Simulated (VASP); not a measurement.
# Al3C (P6/mmm) in VASP: a series of runs, part 2 of 2

VASP 6.6.1.

### Step 3. Single point, PBE

This run uses another cell than the first one, of 16.36 Å³/atom.

Contents of INCAR:

```
SYSTEM = Al3C
PREC     = Accurate       ! precision mode
ENCUT    = 600            ! plane-wave cutoff, eV
EDIFF    = 1E-6           ! SCF threshold, eV
ISMEAR   = 0              ! smearing method
SIGMA    = 0.1            ! smearing width, eV
LREAL    = .FALSE.        ! projectors in reciprocal space
LASPH    = .TRUE.         ! aspherical terms in the spheres
NELM     = 120            ! most SCF steps
ALGO     = Normal         ! electronic algorithm
ISIF     = 2              ! what is computed and relaxed
LWAVE    = .FALSE.        ! write WAVECAR
LCHARG   = .FALSE.        ! write CHGCAR
GGA      = PE             ! functional
NBANDS   = 14             ! bands
GGA_COMPAT= .FALSE.
```

Contents of KPOINTS:

```
regular mesh
0
G
  12 12 12
  0 0 0
```

Contents of POSCAR:

```
Al3C
1.0
    4.5241726977      0.0000000000      0.0000000000
   -2.2620863489      3.9180484873      0.0000000000
    0.0000000000      0.0000000000      3.6927615898
Al C
3 1
Direct
    0.0000000000      0.0000000000      0.5000000000
    0.3333333333      0.6666666667      0.0000000000
    0.6666666667      0.3333333333      0.0000000000
    0.0000000000      0.0000000000      0.0000000000
```

Potentials or basis: VASP PAW PBE potentials, release 64 (Al, C).

Run with:

```bash
$ cat potpaw_PBE.64/Al/POTCAR potpaw_PBE.64/C/POTCAR > POTCAR
$ mpirun -np 1 vasp_std > vasp.out
```

OUTCAR:

```text
SYSTEM = Al3C
   PREC = Accurate
   ENCUT = 600
   EDIFF = 1E-6
   ISMEAR = 0
   LREAL = .FALSE.
   LASPH = .TRUE.
   NELM = 120
   ISIF = 2
   GGA = PE

 ion  position               nearest neighbor table
   1  0.000  0.000  0.500-   4 1.85   4 1.85   2 3.20   2 3.20   3 3.20   3 3.20   3 3.20   3 3.20
                             2 3.20   2 3.20   3 3.20   3 3.20   2 3.20   2 3.20
   2  0.333  0.667  0.000-   3 2.61   3 2.61   4 2.61   4 2.61   4 2.61   3 2.61   1 3.20   1 3.20
                             1 3.20   1 3.20   1 3.20   1 3.20
   3  0.667  0.333  0.000-   2 2.61   2 2.61   4 2.61   4 2.61   4 2.61   2 2.61   1 3.20   1 3.20
                             1 3.20   1 3.20   1 3.20   1 3.20
   4  0.000  0.000  0.000-   1 1.85   1 1.85   3 2.61   2 2.61   3 2.61   2 2.61   3 2.61   2 2.61

  LATTYP: Found a hexagonal cell.
 ALAT       =     4.5241726977
 C/A-ratio  =     0.8162291399

  Lattice vectors:

 A1 = (   4.5241726977,   0.0000000000,   0.0000000000)
 A2 = (  -2.2620863489,   3.9180484873,   0.0000000000)
 A3 = (   0.0000000000,   0.0000000000,   3.6927615898)

Analysis of symmetry for initial positions (statically):
=====================================================================
 Subroutine PRICEL returns:
 Original cell was already a primitive cell.

 Routine SETGRP: Setting up the symmetry group for a
 hexagonal supercell.

 Subroutine GETGRP returns: Found 24 space group operations
 (whereof 24 operations were pure point group operations)
 out of a pool of 24 trial point group operations.

The static configuration has the point symmetry D_6h.

Analysis of symmetry for dynamics (positions and initial velocities):
=====================================================================
 Subroutine PRICEL returns:
 Original cell was already a primitive cell.

 Routine SETGRP: Setting up the symmetry group for a
 hexagonal supercell.

 Subroutine GETGRP returns: Found 24 space group operations
 (whereof 24 operations were pure point group operations)
 out of a pool of 24 trial point group operations.

The dynamic configuration has the point symmetry D_6h.

 Subroutine INISYM returns: Found 24 space group operations
 (whereof 24 operations are pure point group operations),
 and found     1 'primitive' translations

----------------------------------------------------------------------------------------

                                     Primitive cell

  volume of cell :      65.4576

  direct lattice vectors                    reciprocal lattice vectors
     4.524172698  0.000000000  0.000000000     0.221034887  0.127614551  0.000000000
    -2.262086349  3.918048487  0.000000000     0.000000000  0.255229103  0.000000000
     0.000000000  0.000000000  3.692761590     0.000000000  0.000000000  0.270800044

  length of vectors
     4.524172698  4.524172698  3.692761590     0.255229103  0.255229103  0.270800044

  position of ions in fractional coordinates (direct lattice)
     0.000000000  0.000000000  0.500000000
     0.333333333  0.666666667  0.000000000
     0.666666667  0.333333333  0.000000000
     0.000000000  0.000000000  0.000000000

  ion indices of the primitive-cell ions
   primitive index   ion index
                 1           1
                 2           2
                 3           3
                 4           4

----------------------------------------------------------------------------------------

[... 58 lines left out ...]
   NGXF,Y,Z  is equivalent  to a cutoff of  26.46, 26.46, 27.01 a.u.
 SYSTEM =  Al3C
   PREC   = accura    normal or accurate (medium, high low for compatibility)
   ISTART =      0    job   : 0-new  1-cont  2-samecut
   ICHARG =      2    charge: 1-file 2-atom 10-const
   ISPIN  =      1    spin polarized calculation?
   LNONCOLLINEAR =      F non collinear calculations
   LSORBIT =      F    spin-orbit coupling
   LASPH  =      T    aspherical Exc in radial PAW
   ENCUT  =  600.0 eV  44.10 Ry    6.64 a.u.   9.04  9.04  7.38*2*pi/ulx,y,z
   NELM   =    120;   NELMIN=  2; NELMDL= -5     # of ELM steps
   EDIFF  = 0.1E-05   stopping-criterion for ELM
   LREAL  =      F    real-space projection
   EDIFFG = 0.1E-04   stopping-criterion for IOM
   NSW    =      0    number of steps for IOM
   IBRION =     -1    ionic relax: 0-MD 1-quasi-New 2-CG
   NFREE  =      0    steps in history (QN), initial steepest desc. (CG)
   ISIF   =      2    stress and relaxation
   ISYM   =      2    0-nonsym 1-usesym 2-fastsym
   POTIM  = 0.5000    time-step for ionic-motion
   TEBEG  =    0.0;   TEEND  =   0.0 temperature during run
   PSTRESS=    0.0 pullay stress
   NELECT =      13.0000    total number of electrons
   NUPDOWN=      -1.0000    fix difference up-down
   EMIN   =  10.00;   EMAX   =-10.00  energy-range for DOS
   EFERMI =   0.00;   METHOD = LEGACY
   ISMEAR =     0;   SIGMA  =   0.10  broadening in eV -4-tet -1-fermi 0-gaus
   EFERMI_NEDOS =   21; number of points for ismear=-14 and -15
   IALGO  =     38    algorithm
   IMIX   =      4    mixing-type and parameters
     AMIX     =   0.40;   BMIX     =  1.00
     AMIX_MAG =   1.60;   BMIX_MAG =  1.00
  volume/ion in A,a.u.               =      16.36       110.43
  Fermi-wavevector in a.u.,A,eV,Ry     =   0.955145  1.804962 12.412616  0.912302
  Thomas-Fermi vector in A             =   2.083956
   LORBIT       =      0    0 simple, 1 ext, 2 COOP (PROOUT), +10 PAW based schemes
   GGA     = PE    functional components
   LHFCALC =     F    Hartree Fock is set to
   AEXX    =    0.0000 exact exchange contribution
   IVDW    =     0    specifies the selected vdW correction
   LEPSILON=     F    determine dielectric tensor
   LRPA    =     F    only Hartree local field effects (RPA)
 non-spin polarized calculation
 Gauss-broadening in eV      SIGMA  =   0.10
  energy-cutoff  :      600.00
  volume of cell :       65.46
 maximum number of plane-waves:      2208
   NGX = 19   NGY = 19   NGZ = 15

 number of electron      13.0000000 magnetization

 Free energy of the ion-electron system (eV)
  ---------------------------------------------------
  ext. energy  EPLUGINS =         0.00000000
  ---------------------------------------------------
  free energy    TOTEN  =       -16.98761040 eV

  energy without entropy =      -16.98238799  energy(sigma->0) =      -16.98499920

 E-fermi :   6.5163     XC(G=0):  -9.7935

 val. band max:        6.4992508949   @ k =   0.2500  -0.0000   0.4167
 cond. band min:       6.5201432492   @ k =   0.0833   0.0833   0.2500
 fundamental gap:      0.0208923543
 Fermi energy:         6.5162662109

 k-point     1 :       0.0000    0.0000    0.0000
  band No.  band energies     occupation
      1      -6.6048      2.00000
      2       1.0546      2.00000
      3       2.0361      2.00000
      4       2.3801      2.00000
      5       2.3801      2.00000
      6       5.3827      2.00000
      7       5.3827      2.00000
      8       7.0083      0.00000
      9       7.1354      0.00000
     10       9.6397      0.00000
     11      12.4117      0.00000
     12      12.4117      0.00000
     13      15.0224      0.00000
     14      15.0224      0.00000
[... 377 lines left out ...]
      1      -6.0778      2.00000
      2      -1.1270      2.00000
      3       1.5924      2.00000
      4       1.9222      2.00000
      5       2.6524      2.00000
      6       6.0309      2.00000
      7       7.8393      0.00000
      8       7.8758      0.00000
      9       8.5258      0.00000
     10      10.7814      0.00000
     11      11.0566      0.00000
     12      11.2296      0.00000
     13      12.1460      0.00000
     14      13.6124      0.00000

 [... further k-points ...]

------------------------ aborting loop because EDIFF is reached ----------------------------------------

  FORCE on cell =-STRESS in cart. coord.  units (eV):
  Direction    XX          YY          ZZ          XY          YZ          ZX
  --------------------------------------------------------------------------------------
  -------------------------------------------------------------------------------------
  Total       -0.0210299     -0.0210299     -0.0409980      0.0000000     -0.0000000      0.0000000
  in kB       -0.5147389     -0.5147389     -1.0034893      0.0000000     -0.0000000      0.0000000
  external PRESSURE =      -0.6776557 kB  Pullay stress =       0.0000000 kB

 VOLUME and BASIS-vectors are now :
 -----------------------------------------------------------------------------
  energy-cutoff  :      600.00
  volume of cell :       65.46
      direct lattice vectors                 reciprocal lattice vectors
     4.524172698  0.000000000  0.000000000     0.221034887  0.127614551  0.000000000
    -2.262086349  3.918048487  0.000000000     0.000000000  0.255229103  0.000000000
     0.000000000  0.000000000  3.692761590     0.000000000  0.000000000  0.270800044

 POSITION                                       TOTAL-FORCE (eV/Angst)
 -----------------------------------------------------------------------------------
      0.00000      0.00000      1.84638         0.000000      0.000000      0.000000
     -0.00000      2.61203      0.00000         0.000000      0.000000      0.000000
      2.26209      1.30602      0.00000        -0.000000     -0.000000      0.000000
      0.00000      0.00000      0.00000         0.000000      0.000000      0.000000
 -----------------------------------------------------------------------------------
    total drift:                                0.000000     -0.000000     -0.000000

  FREE ENERGIE OF THE ION-ELECTRON SYSTEM (eV)
  ---------------------------------------------------
  free  energy   TOTEN  =       -16.9876104044 eV

  energy  without entropy=      -16.9823879946  energy(sigma->0) =      -16.98499920
```

It took 38 s on 1 thread of Intel Xeon 6975P-C (Granite Rapids), shared host; peak memory 0.27 GiB.

Results:

```
Free energy            : -16.9876 eV
Pressure               : -0.1 GPa
Band gap on the k mesh : zero (an odd number of electrons rules out a gap without spin polarisation)
```

Levels at points of the mesh, in eV from the Fermi level:
```csv
k point,band 4,band 5,band 6,band 7,band 8,band 9,band 10,band 11
"(0.00, 0.00, 0.00)",-4.14,-4.14,-1.13,-1.13,0.49,0.62,3.12,5.90
"(0.50, 0.00, 0.00)",-4.26,-4.21,0.88,1.03,2.37,2.47,4.01,4.11
"(0.00, 0.00, 0.50)",-3.37,-3.37,-1.33,0.02,0.02,1.83,1.83,2.91
"(0.50, 0.00, 0.50)",-4.25,-3.57,-2.68,-0.26,0.38,1.97,3.16,4.59
```
